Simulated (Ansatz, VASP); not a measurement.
# One calculation of BN, two programs

POSCAR

```
BN
1.0
    0.0000000000      1.8436500000      1.8075000000
    1.8436500000      0.0000000000      1.8075000000
    1.8436500000      1.8436500000      0.0000000000
B N
1 1
Direct
    0.0000000000      0.0000000000      0.0000000000
    0.2500000000      0.2500000000      0.2500000000
```

Contents of INCAR.step1:

```
ALGO = Normal
EDIFF = 1E-4
ENCUT = 520
GGA = PE
ISMEAR = 0
LASPH = T
LCHARG = F
LREAL = F
LWAVE = T
NBANDS = 11
NELM = 60
PREC = Accurate
SIGMA = 0.05
```

The input INCAR.step2:

```
ALGO = Normal
EDIFF = 1E-6
ENCUT = 520
ISIF = 2
ISMEAR = 0
ISTART = 1
LASPH = T
LCHARG = T
LELF = T
LMIXTAU = T
LREAL = F
LVHAR = T
LWAVE = F
METAGGA = R2SCAN
NBANDS = 11
NELM = 60
PREC = Accurate
SIGMA = 0.05
```

KPOINTS

```
k-points
0
Gamma
  10 10 10
```

Input for Ansatz:

```yaml
crystal:
  lattice:
    - [0.0, 1.8436500000000002, 1.8075]
    - [1.8436500000000002, 0.0, 1.8075]
    - [1.8436500000000002, 1.8436500000000002, 0.0]
  atoms:
    - { symbol: B, position: [0.0, 0.0, 0.0] }
    - { symbol: "N", position: [0.25, 0.25, 0.25] }
basis:
  ecutwfc: 520.0
kpoints:
  mp_grid:
    grid: [10, 10, 10]
hamiltonian:
  xc: r2scan
  pseudopotentials:
    kind: paw
scf:
  convergence:
    dr2_threshold: 1.0e-10
  occupations:
    method: gaussian
    width: 0.05
output:
  stress: true
```

Alike in both runs: task single point; functional r2SCAN; k mesh 10 × 10 × 10; occupations gaussian, width 0.05 eV; no spin polarisation.

|  | VASP | Ansatz |
| --- | --- | --- |
| version | VASP 6.6.1 | Ansatz 0.2.0 |
| potentials or method | VASP PAW PBE potentials, release 64 (B, N), cutoff 520 eV | plane waves, PAW |
| valence electrons in the cell | 8 | 8 |

Ansatz gave:

* pressure (GPa): -15.9
* traceless stress, the component that is largest in VASP (GPa): 7.97

Which values does VASP return?

Pressure (GPa): -15.0; traceless stress, the component that is largest in VASP (GPa): 7.94.

VASP's potentials were made for PBE, not for r2SCAN.
